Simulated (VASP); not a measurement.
# B3C2 (Cmmm) in VASP: single point with PBE

Aim: the single point of B3C2 with PBE.

Everything below comes from runs of VASP 6.6.1. Logs are shortened: lines on timing, memory, paths and dates and some standing lists are left out, and cuts for length are marked.

## (1) The cell of the first run

Symmetry: Cmmm, No. 65, orthorhombic system. The conventional cell has a = 2.724 Å, b = 24.195 Å, c = 2.431 Å, α = 90.00°, β = 90.00°, γ = 90.00°. B (site symmetry m2m) has 3 C at 1.57 to 1.59 Å within 2.1 Å. Within 2.0 Å of B (site symmetry m2m) lie 1 C at 1.53 Å and 2 B at 1.75 Å. Within 2.1 Å of B (site symmetry m2m) lie 2 C at 1.54 Å and 1 B at 1.77 Å. Within 2.1 Å of C (site symmetry m2m) lie 3 B at 1.54 to 1.59 Å. C (site symmetry m2m) has 3 B at 1.53 to 1.57 Å within 2.0 Å.

## (2) Single point, PBE

The input, INCAR:

```
PREC = Accurate
ENCUT = 520
EDIFF = 1E-6
ISMEAR = 0
SIGMA = 0.1
LREAL = F
LASPH = T
NELM = 60
ALGO = Normal
ISIF = 2
LWAVE = F
LCHARG = F
GGA = PE
NBANDS = 28
```

The input, KPOINTS:

```
Automatic mesh
0
Gamma
  12 12 12
```

The input, POSCAR:

```
B3C2
1.0
    1.3619979202    -12.0977411085      0.0000000000
    1.3619979202     12.0977411085      0.0000000000
    0.0000000000      0.0000000000      2.4305867519
B C
6 4
Direct
    0.3681111178      0.6318888822      0.0000000000
    0.7728137422      0.2271862578      0.0000000000
    0.2271862578      0.7728137422      0.0000000000
    0.6318888822      0.3681111178      0.0000000000
    0.0366244253      0.9633755747      0.0000000000
    0.9633755747      0.0366244253      0.0000000000
    0.4337370935      0.5662629065      0.0000000000
    0.8359799205      0.1640200795      0.0000000000
    0.1640200795      0.8359799205      0.0000000000
    0.5662629065      0.4337370935      0.0000000000
```

Potentials or basis: VASP PAW PBE potentials, release 64 (B, C).

On the command line:

```bash
cat potpaw_PBE.64/B/POTCAR potpaw_PBE.64/C/POTCAR > POTCAR
mpirun -np 1 vasp_std > vasp.out
```

OUTCAR:

```text
PREC = Accurate
   ENCUT = 520
   EDIFF = 1E-6
   ISMEAR = 0
   LREAL = F
   LASPH = T
   NELM = 60
   ISIF = 2
   GGA = PE

 ion  position               nearest neighbor table
   1  0.368  0.632  0.000-   8 1.57   8 1.57   7 1.59
   2  0.773  0.227  0.000-   8 1.53   3 1.75   3 1.75
   3  0.227  0.773  0.000-   9 1.53   2 1.75   2 1.75
   4  0.632  0.368  0.000-   9 1.57   9 1.57  10 1.59
   5  0.037  0.963  0.000-  10 1.54  10 1.54   6 1.77
   6  0.963  0.037  0.000-   7 1.54   7 1.54   5 1.77
   7  0.434  0.566  0.000-   6 1.54   6 1.54   1 1.59
   8  0.836  0.164  0.000-   2 1.53   1 1.57   1 1.57
   9  0.164  0.836  0.000-   3 1.53   4 1.57   4 1.57
  10  0.566  0.434  0.000-   5 1.54   5 1.54   4 1.59

  LATTYP: Found a base centered orthorhombic cell.
 ALAT       =     2.7239958404
 B/A-ratio  =     8.8823491792
 C/A-ratio  =     0.8922872480

  Lattice vectors:

 A1 = (   1.3619979202, -12.0977411085,   0.0000000000)
 A2 = (   1.3619979202,  12.0977411085,   0.0000000000)
 A3 = (   0.0000000000,   0.0000000000,   2.4305867519)

Analysis of symmetry for initial positions (statically):
=====================================================================
 Subroutine PRICEL returns:
 Original cell was already a primitive cell.

 Routine SETGRP: Setting up the symmetry group for a
 base centered orthorhombic supercell.

 Subroutine GETGRP returns: Found  8 space group operations
 (whereof  8 operations were pure point group operations)
 out of a pool of  8 trial point group operations.

The static configuration has the point symmetry D_2h.

Analysis of symmetry for dynamics (positions and initial velocities):
=====================================================================
 Subroutine PRICEL returns:
 Original cell was already a primitive cell.

 Routine SETGRP: Setting up the symmetry group for a
 base centered orthorhombic supercell.

 Subroutine GETGRP returns: Found  8 space group operations
 (whereof  8 operations were pure point group operations)
 out of a pool of  8 trial point group operations.

The dynamic configuration has the point symmetry D_2h.

 Subroutine INISYM returns: Found  8 space group operations
 (whereof  8 operations are pure point group operations),
 and found     1 'primitive' translations

----------------------------------------------------------------------------------------

                                     Primitive cell

  volume of cell :      80.0980

  direct lattice vectors                    reciprocal lattice vectors
     1.361997920-12.097741108  0.000000000     0.367107756 -0.041330030  0.000000000
     1.361997920 12.097741108  0.000000000     0.367107756  0.041330030  0.000000000
     0.000000000  0.000000000  2.430586752     0.000000000  0.000000000  0.411423291

  length of vectors
    12.174168483 12.174168483  2.430586752     0.369426956  0.369426956  0.411423291

  position of ions in fractional coordinates (direct lattice)
     0.368111118  0.631888882  0.000000000
     0.772813742  0.227186258  0.000000000
     0.227186258  0.772813742  0.000000000
     0.631888882  0.368111118  0.000000000
     0.036624425  0.963375575  0.000000000
     0.963375575  0.036624425  0.000000000
     0.433737093  0.566262907  0.000000000
     0.835979921  0.164020079  0.000000000
     0.164020079  0.835979921  0.000000000
     0.566262907  0.433737093  0.000000000

  ion indices of the primitive-cell ions
   primitive index   ion index
                 1           1
                 2           2
                 3           3
                 4           4
                 5           5
                 6           6
                 7           7
                 8           8
                 9           9
                10          10

----------------------------------------------------------------------------------------

 KPOINTS: Automatic mesh

Automatic generation of k-mesh.
 Grid dimensions read from file:
 generate k-points for:   12   12   12

 Generating k-lattice:

  Cartesian coordinates                     Fractional coordinates (reciprocal lattice)
     0.030592313 -0.003444169  0.000000000     0.083333333  0.000000000  0.000000000
     0.030592313  0.003444169  0.000000000     0.000000000  0.083333333  0.000000000
     0.000000000  0.000000000  0.034285274     0.000000000  0.000000000  0.083333333

  Length of vectors
     0.030785580  0.030785580  0.034285274

  Shift w.r.t. Gamma in fractional coordinates (k-lattice)
     0.000000000  0.000000000  0.000000000

 Subroutine IBZKPT returns following result:
 ===========================================

 Found    301 irreducible k-points:

 Following reciprocal coordinates:
            Coordinates               Weight
  0.000000  0.000000  0.000000      1.000000
  0.083333  0.000000  0.000000      4.000000
  0.166667  0.000000  0.000000      4.000000
  0.250000  0.000000  0.000000      4.000000
  0.333333  0.000000  0.000000      4.000000
  0.416667  0.000000  0.000000      4.000000
[... 16 lines left out ...]
  0.500000  0.166667  0.000000      4.000000
 -0.416667  0.166667  0.000000      4.000000
 [... further k-points ...]
   k-points           NKPTS =    301   k-points in BZ     NKDIM =    301   number of bands    NBANDS=     28
   number of dos      NEDOS =    301   number of ions     NIONS =     10
   total plane-waves  NPLWV = 165888
   dimension x,y,z NGX =    96 NGY =   96 NGZ =   18
   dimension x,y,z NGXF=   192 NGYF=  192 NGZF=   36
   ions per type =               6   4
   NGX,Y,Z   is equivalent  to a cutoff of  13.11, 13.11, 12.31 a.u.
   NGXF,Y,Z  is equivalent  to a cutoff of  26.22, 26.22, 24.62 a.u.
 SYSTEM =  unknown system
   PREC   = accura    normal or accurate (medium, high low for compatibility)
   ISTART =      0    job   : 0-new  1-cont  2-samecut
   ICHARG =      2    charge: 1-file 2-atom 10-const
   ISPIN  =      1    spin polarized calculation?
   LNONCOLLINEAR =      F non collinear calculations
   LSORBIT =      F    spin-orbit coupling
   LASPH  =      T    aspherical Exc in radial PAW
   ENCUT  =  520.0 eV  38.22 Ry    6.18 a.u.  22.64 22.64  4.52*2*pi/ulx,y,z
   NELM   =     60;   NELMIN=  2; NELMDL= -5     # of ELM steps
   EDIFF  = 0.1E-05   stopping-criterion for ELM
   LREAL  =      F    real-space projection
   EDIFFG = 0.1E-04   stopping-criterion for IOM
   NSW    =      0    number of steps for IOM
   IBRION =     -1    ionic relax: 0-MD 1-quasi-New 2-CG
   NFREE  =      0    steps in history (QN), initial steepest desc. (CG)
   ISIF   =      2    stress and relaxation
   ISYM   =      2    0-nonsym 1-usesym 2-fastsym
   POTIM  = 0.5000    time-step for ionic-motion
   TEBEG  =    0.0;   TEEND  =   0.0 temperature during run
   PSTRESS=    0.0 pullay stress
   NELECT =      34.0000    total number of electrons
   NUPDOWN=      -1.0000    fix difference up-down
   EMIN   =  10.00;   EMAX   =-10.00  energy-range for DOS
   EFERMI =   0.00;   METHOD = LEGACY
   ISMEAR =     0;   SIGMA  =   0.10  broadening in eV -4-tet -1-fermi 0-gaus
   EFERMI_NEDOS =   21; number of points for ismear=-14 and -15
   IALGO  =     38    algorithm
   IMIX   =      4    mixing-type and parameters
     AMIX     =   0.40;   BMIX     =  1.00
     AMIX_MAG =   1.60;   BMIX_MAG =  1.00
  volume/ion in A,a.u.               =       8.01        54.05
  Fermi-wavevector in a.u.,A,eV,Ry     =   1.230346  2.325016 20.595829  1.513751
  Thomas-Fermi vector in A             =   2.365198
   LORBIT       =      0    0 simple, 1 ext, 2 COOP (PROOUT), +10 PAW based schemes
   GGA     = PE    functional components
   LHFCALC =     F    Hartree Fock is set to
   AEXX    =    0.0000 exact exchange contribution
   IVDW    =     0    specifies the selected vdW correction
   LEPSILON=     F    determine dielectric tensor
   LRPA    =     F    only Hartree local field effects (RPA)
 non-spin polarized calculation
 Gauss-broadening in eV      SIGMA  =   0.10
  energy-cutoff  :      520.00
  volume of cell :       80.10
 maximum number of plane-waves:      2185
 NGX is ok and might be reduce to    96
   NGX = 45   NGY = 45   NGZ =  9

 number of electron      33.9999998 magnetization

 Free energy of the ion-electron system (eV)
  ---------------------------------------------------
  ext. energy  EPLUGINS =         0.00000000
  ---------------------------------------------------
  free energy    TOTEN  =       -71.79001122 eV

  energy without entropy =      -71.78113861  energy(sigma->0) =      -71.78557492

 E-fermi :   4.6668     XC(G=0): -11.2872

 val. band max:        4.6598163953   @ k =  -0.3333   0.2500   0.1667
 cond. band min:       4.6690086763   @ k =   0.5000   0.2500   0.3333
 fundamental gap:      0.0091922810
 Fermi energy:         4.6667784230

 k-point     1 :       0.0000    0.0000    0.0000
  band No.  band energies     occupation
      1     -10.7306      2.00000
      2     -10.3743      2.00000
      3      -9.4676      2.00000
      4      -8.5320      2.00000
      5      -6.0504      2.00000
      6      -3.3864      2.00000
[... 20 lines left out ...]
     27      14.6241      0.00000
     28      14.9956      0.00000

 k-point     2 :       0.0833    0.0000    0.0000
  band No.  band energies     occupation
      1     -10.6280      2.00000
      2     -10.2762      2.00000
      3      -9.3656      2.00000
      4      -8.4462      2.00000
      5      -5.9417      2.00000
      6      -3.3528      2.00000
[... 674 lines left out ...]
 k-point    24 :      -0.4167    0.1667    0.0000
  band No.  band energies     occupation
      1      -9.7883      2.00000
      2      -9.5732      2.00000
      3      -8.4597      2.00000
      4      -7.9235      2.00000
      5      -4.9346      2.00000
      6      -3.4951      2.00000
[... 20 lines left out ...]
     27      15.1502      0.00000
     28      15.6933      0.00000

 [... further k-points ...]

------------------------ aborting loop because EDIFF is reached ----------------------------------------

  FORCE on cell =-STRESS in cart. coord.  units (eV):
  Direction    XX          YY          ZZ          XY          YZ          ZX
  --------------------------------------------------------------------------------------
  -------------------------------------------------------------------------------------
  Total        0.1097279      0.0887480     -0.0256754      0.0000000      0.0000000      0.0000000
  in kB        2.1948542      1.7752007     -0.5135770      0.0000000      0.0000000      0.0000000
  external PRESSURE =       1.1521593 kB  Pullay stress =       0.0000000 kB

 VOLUME and BASIS-vectors are now :
 -----------------------------------------------------------------------------
  energy-cutoff  :      520.00
  volume of cell :       80.10
      direct lattice vectors                 reciprocal lattice vectors
     1.361997920-12.097741108  0.000000000     0.367107756 -0.041330030  0.000000000
     1.361997920 12.097741108  0.000000000     0.367107756  0.041330030  0.000000000
     0.000000000  0.000000000  2.430586752     0.000000000  0.000000000  0.411423291

 POSITION                                       TOTAL-FORCE (eV/Angst)
 -----------------------------------------------------------------------------------
      1.36200      3.19112      0.00000         0.000000     -0.000870     -0.000000
      1.36200     -6.60086      0.00000         0.000000      0.019093     -0.000000
      1.36200      6.60086      0.00000         0.000000     -0.019093     -0.000000
      1.36200     -3.19112      0.00000         0.000000      0.000870     -0.000000
      1.36200     11.21160      0.00000         0.000000      0.014412      0.000000
      1.36200    -11.21160      0.00000         0.000000     -0.014412     -0.000000
      1.36200      1.60326      0.00000         0.000000     -0.001014     -0.000000
      1.36200     -8.12920      0.00000         0.000000     -0.006610     -0.000000
      1.36200      8.12920      0.00000         0.000000      0.006610      0.000000
      1.36200     -1.60326      0.00000         0.000000      0.001014     -0.000000
 -----------------------------------------------------------------------------------
    total drift:                                0.000000     -0.000000      0.000000

  FREE ENERGIE OF THE ION-ELECTRON SYSTEM (eV)
  ---------------------------------------------------
  free  energy   TOTEN  =       -71.7900112171 eV

  energy  without entropy=      -71.7811386132  energy(sigma->0) =      -71.78557492
```

It took 18 min on 1 thread of Intel Xeon 6975P-C (Granite Rapids), shared host; peak memory 0.75 GiB.

Results:

```yaml
Free_energy: -71.7900 eV
Pressure: 0.1 GPa
Largest_force: 0.019 eV/Å
Band_gap_on_the_k_mesh: zero (bands 17 and 18 overlap by 6.53 eV)
```

Forces in eV/Å, atoms in the order of the input:
```
B    0.000 -0.001  0.000
B    0.000  0.019  0.000
B    0.000 -0.019  0.000
B    0.000  0.001  0.000
B    0.000  0.014  0.000
B    0.000 -0.014  0.000
C    0.000 -0.001  0.000
C    0.000 -0.007  0.000
C    0.000  0.007  0.000
C    0.000  0.001  0.000
```

Stress tensor (GPa, compression positive):
```
 0.22  0.00  0.00
 0.00  0.18  0.00
 0.00  0.00 -0.05
```
